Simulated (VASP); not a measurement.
Write the native input for VASP 6.6.1 that does the following.

| Quantity | Value |
| --- | --- |
| Task | single point |
| Functional | PBE |
| Potentials or basis | VASP PAW PBE potentials, release 64 (Zn, Cd, O) |
| Cutoff | 520 eV |
| k mesh | 6 × 6 × 6 |
| Occupations | gaussian, width 0.1 eV |
| Spin | no spin polarisation |
| Dipole correction | no |
| Further INCAR settings | ALGO = Normal; EDIFF = 1e-06; NBANDS = 36 |

The structure of Zn2CdO3 lies in POSCAR:

```
Zn2CdO3
1.0
    5.3540124100      0.0000000000      0.0000000000
   -2.6770062000      4.6367107600      0.0000000000
    0.0000000000      0.0000000000      3.0988645300
Zn Cd O
2 1 3
Direct
    0.6666666700      0.3333333300      0.0000000000
    0.3333333300      0.6666666700      0.0000000000
    0.0000000000      0.0000000000      0.0000000000
    0.5000000000      0.0000000000      0.5000000000
    0.0000000000      0.5000000000      0.5000000000
    0.5000000000      0.5000000000      0.5000000000
```

The input as run:

INCAR

```
SYSTEM = Zn2CdO3
PREC = Accurate
ENCUT = 520
EDIFF = 1E-6
ISMEAR = 0
SIGMA = 0.1
LREAL = .FALSE.
LASPH = .TRUE.
NELM = 100
ALGO = Normal
ISIF = 2
LWAVE = .FALSE.
LCHARG = .FALSE.
GGA = PE
NBANDS = 36
```

KPOINTS

```
regular mesh
0
G
  6 6 6
  0 0 0
```

Potentials or basis: VASP PAW PBE potentials, release 64 (Zn, Cd, O).

Run with:

```bash
$ cat potpaw_PBE.64/Zn/POTCAR potpaw_PBE.64/Cd/POTCAR potpaw_PBE.64/O/POTCAR > POTCAR
$ mpirun -np 1 vasp_std > vasp.out
```

It gave:

```json
{
  "Pressure": "-7.5 GPa",
  "Band gap on the k mesh": "zero (band 27 reaches 2.05 eV, above the bottom of band 28 at 1.49 eV)"
}
```

Run time: 58 s on 1 thread of Intel(R) Xeon(R) Platinum 8259CL CPU @ 2.50GHz (Skylake/Cascade Lake) (shared host), peak memory 0.23 GiB.
